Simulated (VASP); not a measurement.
# AlAs in VASP: notebook, part 2 of 2

VASP 6.6.1. The steps go on from the part before.

## (3) Single point, RPBE

INCAR reads:

```
SYSTEM = AlAs
PREC     = Accurate       ! precision mode
ENCUT    = 400            ! plane-wave cutoff, eV
EDIFF    = 1E-6           ! SCF threshold, eV
ISMEAR   = 1              ! smearing method
SIGMA    = 0.05           ! smearing width, eV
LREAL    = .FALSE.        ! projectors in reciprocal space
LASPH    = .TRUE.         ! aspherical terms in the spheres
NELM     = 120            ! most SCF steps
ALGO     = Normal         ! electronic algorithm
ISIF     = 2              ! what is computed and relaxed
LWAVE    = .FALSE.        ! write WAVECAR
LCHARG   = .TRUE.         ! write CHGCAR
LDIPOL   = .TRUE.       
IDIPOL   = 3            
DIPOL    = 0.5 0.5 0.500
GGA      = RP             ! functional
LELF     = .TRUE.         ! ELF
LVHAR    = .TRUE.       
LVACPOTAV= .TRUE.       
NBANDS   = 16             ! bands
EFIELD   = -0.1         
GGA_COMPAT= .FALSE.      
NELMDL   = -8
```

KPOINTS reads:

```
Automatic mesh
0
G
  4 4 1
  0 0 0
```

POSCAR reads:

```
AlAs
1.0
    4.0027900000      0.0000000000      0.0000000000
    2.0013950000      3.4665178260      0.0000000000
    0.0000000000      0.0000000000     21.7194626111
Al As
2 2
Direct
    0.0000000000      0.0000000000      0.3683332384
    0.6666666667      0.6666666667      0.5188095374
    0.0000000000      0.0000000000      0.4811904626
    0.6666666667      0.6666666667      0.6316667616
```

Potentials or basis: VASP PAW PBE potentials, release 64 (Al, As).

Started as:

```console
cat potpaw_PBE.64/Al/POTCAR potpaw_PBE.64/As/POTCAR > POTCAR
mpirun -np 1 vasp_std > vasp.out
```

OUTCAR:

```text
SYSTEM = AlAs
   PREC = Accurate
   ENCUT = 400
   EDIFF = 1E-6
   ISMEAR = 1
   LREAL = .FALSE.
   LASPH = .TRUE.
   NELM = 120
   ISIF = 2
   GGA = RP
   NELMDL = -8

 ion  position               nearest neighbor table
   1  0.000  0.000  0.368-   3 2.45
   2  0.667  0.667  0.519-   4 2.45   3 2.45   3 2.45   3 2.45
   3  0.000  0.000  0.481-   1 2.45   2 2.45   2 2.45   2 2.45
   4  0.667  0.667  0.632-   2 2.45

  LATTYP: Found a hexagonal cell.
 ALAT       =     4.0027900000
 C/A-ratio  =     5.4260809613

  Lattice vectors:

 A1 = (  -2.0013950000,  -3.4665178260,   0.0000000000)
 A2 = (   4.0027900000,   0.0000000000,   0.0000000000)
 A3 = (   0.0000000000,   0.0000000000,  21.7194626111)

Analysis of symmetry for initial positions (statically):
=====================================================================
 Subroutine PRICEL returns:
 Original cell was already a primitive cell.

 Routine SETGRP: Setting up the symmetry group for a
 hexagonal supercell.

 Subroutine GETGRP returns: Found  6 space group operations
 (whereof  6 operations were pure point group operations)
 out of a pool of 24 trial point group operations.

The static configuration has the point symmetry C_3v.

Analysis of symmetry for dynamics (positions and initial velocities):
=====================================================================
 An external electric field (EFIELD) may reduce the allowed symmetry operations
 Subroutine PRICEL returns:
 Original cell was already a primitive cell.

 Routine SETGRP: Setting up the symmetry group for a
 hexagonal supercell.

 Subroutine GETGRP returns: Found  6 space group operations
 (whereof  6 operations were pure point group operations)
 out of a pool of 24 trial point group operations.

[... 105 lines left out ...]
  Fermi-wavevector in a.u.,A,eV,Ry     =   0.615290  1.162729  5.150915  0.378582
  Thomas-Fermi vector in A             =   1.672606
   LORBIT       =      0    0 simple, 1 ext, 2 COOP (PROOUT), +10 PAW based schemes
   GGA     = RP    functional components
   LHFCALC =     F    Hartree Fock is set to
   AEXX    =    0.0000 exact exchange contribution
   IVDW    =     0    specifies the selected vdW correction
   LEPSILON=     F    determine dielectric tensor
   LRPA    =     F    only Hartree local field effects (RPA)
 non-spin polarized calculation
 Methfessel and Paxton  Order N= 1 SIGMA  =   0.05
  energy-cutoff  :      400.00
  volume of cell :      301.37
 maximum number of plane-waves:      5555
 NGX is ok and might be reduce to    28
   NGX = 13   NGY = 13   NGZ = 71

 dipolmoment           0.000000      0.000000      0.000247 electrons x Angstroem

 number of electron      16.0000000 magnetization

 dipolmoment           0.000000      0.000000     -0.000214 electrons x Angstroem

 Free energy of the ion-electron system (eV)
  ---------------------------------------------------
  ext. energy  EPLUGINS =         0.00000000
  ---------------------------------------------------
  free energy    TOTEN  =       -13.41449667 eV

  energy without entropy =      -13.41235299  energy(sigma->0) =      -13.41378211

 E-fermi :  -2.2810     XC(G=0):  -3.7598

 val. band max:       -2.3183505175   @ k =   0.2500   0.0000   0.0000
 cond. band min:      -2.2740495480   @ k =   0.5000   0.0000   0.0000
 fundamental gap:      0.0443009695
 Fermi energy:        -2.2810242854

 k-point     1 :       0.0000    0.0000    0.0000
  band No.  band energies     occupation
      1     -13.8411      2.00000
      2     -12.1155      2.00000
      3      -7.6579      2.00000
      4      -5.1047      2.00000
      5      -3.0131      2.00000
      6      -3.0131      2.00000
[... 53 lines left out ...]
      3      -7.1976      2.00000
      4      -6.2162      2.00000
      5      -5.3487      2.00000
      6      -3.5722      2.00000
[... 8 lines left out ...]
     15       3.3768      0.00000
     16       3.7171      0.00000

------------------------ aborting loop because EDIFF is reached ----------------------------------------

  FORCE on cell =-STRESS in cart. coord.  units (eV):
  Direction    XX          YY          ZZ          XY          YZ          ZX
  --------------------------------------------------------------------------------------
  -------------------------------------------------------------------------------------
  Total       -1.7143395     -1.7143395      1.5945954      0.0000000      0.0000000      0.0000000
  in kB       -9.1138545     -9.1138545      8.4772654      0.0000000      0.0000000      0.0000000
  external PRESSURE =      -3.2501478 kB  Pullay stress =       0.0000000 kB

 VOLUME and BASIS-vectors are now :
 -----------------------------------------------------------------------------
  energy-cutoff  :      400.00
  volume of cell :      301.37
      direct lattice vectors                 reciprocal lattice vectors
     4.002790000  0.000000000  0.000000000     0.249825747 -0.144236962  0.000000000
     2.001395000  3.466517826  0.000000000     0.000000000  0.288473924  0.000000000
     0.000000000  0.000000000 21.719462611     0.000000000  0.000000000  0.046041655

 POSITION                                       TOTAL-FORCE (eV/Angst)
 -----------------------------------------------------------------------------------
      0.00000      0.00000      8.00000         0.000000      0.000000     -0.381321
      4.00279      2.31101     11.26826         0.000000     -0.000000      0.407067
      0.00000      0.00000     10.45120         0.000000      0.000000     -0.129089
      4.00279      2.31101     13.71946        -0.000000     -0.000000      0.103343
 -----------------------------------------------------------------------------------
    total drift:                                0.000000      0.000000     -0.000127

  FREE ENERGIE OF THE ION-ELECTRON SYSTEM (eV)
  ---------------------------------------------------
  free  energy   TOTEN  =       -13.4144966716 eV

  energy  without entropy=      -13.4123529902  energy(sigma->0) =      -13.41378211

 vacuum level on the upper side and lower side of the slab         3.800         2.061
```

stdout:

```text
POSCAR found type information on POSCAR AlAs
 POSCAR found :  2 types and       4 ions
 scaLAPACK will be used
 -----------------------------------------------------------------------------
[... 23 lines left out ...]
|     Did not find any points to average over, which means that no vacuum     |
|     field-free region was found. Please increase the size of  your cell     |
|     in the dimension of the dipole correction to obtain accurate            |
|     workfunction values.                                                    |
|                                                                             |
 -----------------------------------------------------------------------------
```

Wall time 26 s (1 thread of Intel Xeon 6975P-C (Granite Rapids), shared host); peak memory 0.31 GiB.

What came out:

| Quantity | Value |
| --- | --- |
| Free energy | -13.4145 eV |
| Largest force | 0.407 eV/Å |
| Band gap on the k mesh | zero (band 8 reaches -0.83 eV, above the bottom of band 9 at -2.27 eV) |

Forces on the atoms (eV/Å):
```
Al   0.000  0.000 -0.381
Al   0.000  0.000  0.407
As   0.000  0.000 -0.129
As   0.000  0.000  0.103
```

Caveat: the k points lie up to 0.45 Å⁻¹ apart; the PAW data sets were made with another functional, which shifts forces and pressure a little.
